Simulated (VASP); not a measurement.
Here is a VASP 6.6.1 calculation.

Contents of INCAR:

```
SYSTEM = Ca3TiN
PREC = Accurate
ENCUT = 520
EDIFF = 1E-6
ISMEAR = 0
SIGMA = 0.1
LREAL = .FALSE.
LASPH = .TRUE.
NELM = 150
ALGO = Normal
ISIF = 2
LWAVE = .FALSE.
LCHARG = .FALSE.
ISPIN = 2
MAGMOM = 0 0 0 1 0
LORBIT = 11
LMAXMIX = 4
GGA = PE
NBANDS = 36
```

KPOINTS

```
regular mesh
0
G
  6 6 4
  0 0 0
```

The input POSCAR:

```
Ca3TiN
1.0
    7.0521678839      0.0000000000      0.0000000000
   -3.5260839420      6.1073565392      0.0000000000
    0.0000000000      0.0000000000      3.7923365482
Ca Ti N
3 1 1
Direct
    0.5000041688      0.0000000000      0.5000000000
    0.0000000000      0.5000041688      0.5000000000
    0.4999958312      0.4999958312      0.5000000000
    0.0000000000      0.0000000000      0.5000000000
    0.0000000000      0.0000000000      0.0000000000
```

Potentials or basis: VASP PAW PBE potentials, release 64 (Ca_sv, Ti_sv, N).

Launch:

```console
$ cat potpaw_PBE.64/Ca_sv/POTCAR potpaw_PBE.64/Ti_sv/POTCAR potpaw_PBE.64/N/POTCAR > POTCAR
$ mpirun -np 1 vasp_std > vasp.out
```

(1) Predict the net moment.

(2) Predict the pressure.

## Answers

(1) -0.02 μB per cell.

(2) 0.1 GPa.

Caveat: the k points lie up to 0.41 Å⁻¹ apart.
